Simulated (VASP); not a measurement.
**Ta2SiO3: single point with PBE**

Ta2SiO3:

```xyz
6
Lattice="2.4313 1.4037 4.8000 -2.4313 1.4037 4.8000 0.0000 -2.8074 4.8000" Properties=species:S:1:pos:R:3 pbc="T T T"
Ta    0.0000    0.0000   10.7448
Ta    0.0000    0.0000    3.6553
Si    0.0000    0.0000    0.0000
O    -1.2157    0.7019    2.4000
O     1.2157    0.7019    2.4000
O     0.0000   -1.4037    2.4000
```

The cell was built from a structure type or drawn by symmetry, and may not be a known phase.

| Item | Value |
| --- | --- |
| Program | VASP 6.6.1 |
| Task | single point |
| Functional | PBE |
| Potentials or basis | VASP PAW PBE potentials, release 64 (Ta_pv, Si, O) |
| Cutoff | 520 eV |
| k mesh | 12 × 12 × 12 |
| Occupations | gaussian, width 0.1 eV |
| Spin | no spin polarisation |

```json
{
  "Pressure": "0.7 GPa",
  "Largest force": "0.245 eV/Å",
  "Band gap on the k mesh": "zero (bands 22 and 23 overlap by 0.36 eV)"
}
```

Forces on the atoms (eV/Å):
```
Ta   0.000  0.000 -0.245
Ta   0.000  0.000  0.245
Si   0.000  0.000  0.000
O    0.000  0.000  0.000
O    0.000  0.000  0.000
O    0.000  0.000  0.000
```

Stress tensor (GPa, compression positive):
```
0.63 0.00 0.00
0.00 0.63 0.00
0.00 0.00 0.94
```

Levels at points of the mesh, in eV from the Fermi level:
```
           k point  band 20  band 21  band 22  band 23  band 24  band 25
(0.00, 0.00, 0.00)    -0.57    -0.57    -0.20    -0.20     0.24     0.24
(0.50, 0.00, 0.00)    -2.56    -0.86    -0.71     1.09     1.44     1.62
(0.50, 0.50, 0.00)    -2.74    -2.57    -0.31    -0.14     0.89     1.17
(0.50, 0.50, 0.50)    -2.71    -2.47    -1.96     1.45     1.45     1.47
```

Run time: 13 min on 1 thread of AMD EPYC 9R14 (Zen 4), on a shared host, peak memory 0.57 GiB.

Caveat: spin-orbit coupling is left out, which moves the levels of the heavy elements.
